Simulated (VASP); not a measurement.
Runs of VASP 6.6.1 on Os. The structure is that of space group P6_3/mmc (No. 194), or close to it. The cells are those of the table. 

```tsv
task	cell	cutoff (eV)	smearing	gap on the mesh (eV)	pressure (GPa)
single point	a = 2.810, b = 2.810, c = 4.426 Å, angles 90.0, 90.0, 120.0°, 2 atoms	600	gaussian 0.1 eV	none	(a)
single point	a = 2.633, b = 2.633, c = 4.185 Å, angles 90.0, 90.0, 120.0°, 2 atoms	600	gaussian 0.1 eV	none	70.7
single point	a = 2.782, b = 2.782, c = 4.389 Å, angles 90.0, 90.0, 120.0°, 2 atoms	600	gaussian 0.1 eV	none	-11.1
single point	a = 2.753, b = 2.753, c = 4.351 Å, angles 90.0, 90.0, 120.0°, 2 atoms	520	gaussian 0.1 eV	none	-0.2
single point	a = 2.847, b = 2.847, c = 4.474 Å, angles 90.0, 90.0, 120.0°, 2 atoms	600	gaussian 0.1 eV	none	-30.4
electric field gradients	a = 2.755, b = 2.755, c = 4.349 Å, angles 90.0, 90.0, 120.0°, 2 atoms	520	fermi-dirac 0.15 eV	none	-0.2
relaxation of cell and atoms	relaxed from a = 2.751, b = 2.751, c = 4.355 Å, angles 90.0, 90.0, 120.0°, 2 atoms	600	gaussian 0.1 eV	none	0.0
```

Alike in all rows: level PBE; potentials or basis VASP PAW PBE potentials, release 64 (Os); no spin polarisation; k mesh 18 × 18 × 10.

Q: Fill in the values left out.

A: (a) -20.4.

Caveats: spin-orbit coupling is left out, which moves the levels of the heavy elements; the cell stands under tension (at least some runs); the cell stands under pressure (at least some runs).

A k mesh can miss the band edges, and the runs leave out spin-orbit coupling on Os.

A gap of «none» marks levels without a gap at the run's occupations.
